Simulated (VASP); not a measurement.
A run of VASP 6.6.1:

INCAR

```
  PREC = Accurate
  ENCUT = 520
  EDIFF = 1E-6
  ISMEAR = 1
  SIGMA = 0.1
  LREAL = Auto
  LASPH = True
  NELM = 100
  ALGO = Normal
  ISIF = 2
  LWAVE = False
  LCHARG = False
  GGA = PE
  IBRION = 2
  NSW = 90
  EDIFFG = -0.02
```

KPOINTS

```
regular mesh
0
Gamma
  1 1 1
```

Contents of POSCAR:

```
CuSi16Ni16
1.0
   -5.1384089300      3.3970617500      5.5985038700
    5.1384089300     -3.3970617500      5.5985038700
    5.1384089300      3.3970617500     -5.5985038700
Si Ni Cu
16 16 1
Direct
    0.1709819800      0.2089114500      0.7951535500
    0.1679189600      0.7033717900      0.2854528200
    0.6645958600      0.2089818500      0.2886941900
    0.6679189600      0.7033717900      0.7854528200
    0.3339817800      0.2988458600      0.2155062100
    0.3320810400      0.7966282100      0.7145471800
    0.8270558900      0.2890648100      0.7128897300
    0.8320810400      0.7966282100      0.2145471800
    0.3320810400      0.1175338600      0.5354528200
    0.3355151000      0.6200400900      0.0323309500
    0.8210194700      0.1205250200      0.0322206300
    0.8384513500      0.6200716300      0.5352792200
    0.1679189600      0.3824661400      0.4645471800
    0.1696702900      0.8791717400      0.9604291300
    0.6685878400      0.3791944300      0.9613091800
    0.6736879000      0.8900496100      0.4670761100
    0.4692867000      0.0984900700      0.8792033700
    0.4692867000      0.5984900700      0.3792033700
    0.9627566300      0.0958218400      0.3839630700
    0.9760162100      0.5878045500      0.8624283900
    0.0307133000      0.4015099300      0.1207966300
    0.0307133000      0.9015099300      0.6207966300
    0.5314738100      0.3964520500      0.6213997500
    0.5454369800      0.9075900100      0.1319570300
    0.0317390700      0.4060736000      0.6252602600
    0.0307133000      0.9099166600      0.1292033700
    0.5338471600      0.4116838100      0.1284732100
    0.5307133000      0.9099166600      0.6292033700
    0.4659088900      0.0876100700      0.3675670600
    0.4692867000      0.5900833400      0.8707966300
    0.9707269900      0.0875021400      0.8724477400
    0.9692867000      0.5900833400      0.3707966300
    0.1709990000      0.8937240000      0.4727250000
```

Potentials or basis: VASP PAW PBE potentials, release 64 (Si, Ni, Cu).

Run with:

```sh
$ cat potpaw_PBE.64/Si/POTCAR potpaw_PBE.64/Ni/POTCAR potpaw_PBE.64/Cu/POTCAR > POTCAR
$ mpirun -np 1 vasp_gam > vasp.out
```

Hardware: 1 thread of AMD EPYC 7R43 64-Core Processor (Zen 3), with other jobs on the host.

How long does it take, and how much memory?

Run time: 48 min on 1 thread of AMD EPYC 7R43 64-Core Processor (Zen 3) (shared host), peak memory 0.6 GiB. Counts: scf iterations 259, k points 1, ion steps 22.
